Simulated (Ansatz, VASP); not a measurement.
One calculation of Sn, two programs

```
Sn
1.0
    -2.91585    2.91585    1.55884
     2.91585   -2.91585    1.55884
     2.91585    2.91585   -1.55884
Sn
2
Direct
  0.00000 0.00000 0.00000
  0.75000 0.25000 0.50000
```

Change from the starting cell: zz strain of -2 %.

Alike in both runs: task single point; functional PBE; k mesh 15 × 15 × 15; occupations fermi-dirac, width 0.05 eV; no spin polarisation.

```csv
,VASP,Ansatz
version,VASP 6.6.1,Ansatz 0.2.0
potentials or method,"VASP PAW PBE potentials, release 64 (Sn_d), cutoff 520 eV","all-electron LAPW, scalar-relativistic"
```

|  | VASP | Ansatz | Ansatz less VASP |
| --- | --- | --- | --- |
| pressure (GPa) | 3.8 | 3.9 | +0.08 |
| traceless stress, the component that is largest in VASP (GPa) | 0.13 | 0.13 | -0.003 |

Ansatz ran all-electron here, and VASP with PAW potentials.
